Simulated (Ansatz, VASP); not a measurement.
## Zr in VASP and in Ansatz

INCAR

```
SYSTEM = Zr
PREC     = Accurate       ! precision mode
ENCUT    = 520            ! plane-wave cutoff, eV
EDIFF    = 1E-8           ! SCF threshold, eV
ISMEAR   = -1             ! smearing method
SIGMA    = 0.08           ! smearing width, eV
LREAL    = .False.        ! projectors in reciprocal space
LASPH    = .True.         ! aspherical terms in the spheres
NELM     = 80             ! most SCF steps
ALGO     = Normal         ! electronic algorithm
ISIF     = 2              ! what is computed and relaxed
LWAVE    = .False.        ! write WAVECAR
LCHARG   = .False.        ! write CHGCAR
GGA      = PE             ! functional
LEFG     = .True.       
NBANDS   = 12             ! bands
```

File KPOINTS:

```
regular mesh
0
Gamma
  14 14 14
  0 0 0
```

File POSCAR:

```
Zr
1.0
   -1.8100000000      1.8100000000      1.8281000000
    1.8100000000     -1.8100000000      1.8281000000
    1.8100000000      1.8100000000     -1.8281000000
Zr
1
Direct
    0.0000000000      0.0000000000      0.0000000000
```

Input for Ansatz:

```yaml
crystal:
  lattice:
    - [-1.81, 1.81, 1.8281]
    - [1.81, -1.81, 1.8281]
    - [1.81, 1.81, -1.8281]
  atoms:
    - { symbol: Zr, position: [0.0, 0.0, 0.0] }
kpoints:
  mp_grid: { grid: [14, 14, 14] }
scf:
  occupations: { method: fermi_dirac, width: 0.08 }
hamiltonian:
  xc: pbe
  pseudopotentials: { kind: all_electron, datasets: crystal }
output:
  forces: true
  stress: true
  eigenvalues: true
  efg: { contact_densities: true }
```

Change from the starting cell: zz strain of +1 %, crystal datasets.

Alike in both runs: task electric field gradients; functional PBE; k mesh 14 × 14 × 14; occupations fermi-dirac, width 0.08 eV; no spin polarisation.

```csv
,VASP,Ansatz
version,VASP 6.6.1,Ansatz 0.2.0
potentials or method,"VASP PAW PBE potentials, release 64 (Zr_sv), cutoff 520 eV","all-electron PAW with datasets made for the crystal, scalar-relativistic"
```

VASP gave:

```
pressure (GPa)                                                : -3.8
traceless stress, the component that is largest in VASP (GPa) : 0.07
size of Vzz on the site where it differs most (V/Å²)          : 0.5
```

Question: What did Ansatz give for the same quantities?

Answer: Pressure (GPa): -3.8; traceless stress, the component that is largest in VASP (GPa): 0.07; size of Vzz on the site where it differs most (V/Å²): 0.4.

Ansatz ran all-electron here, and VASP with PAW potentials.
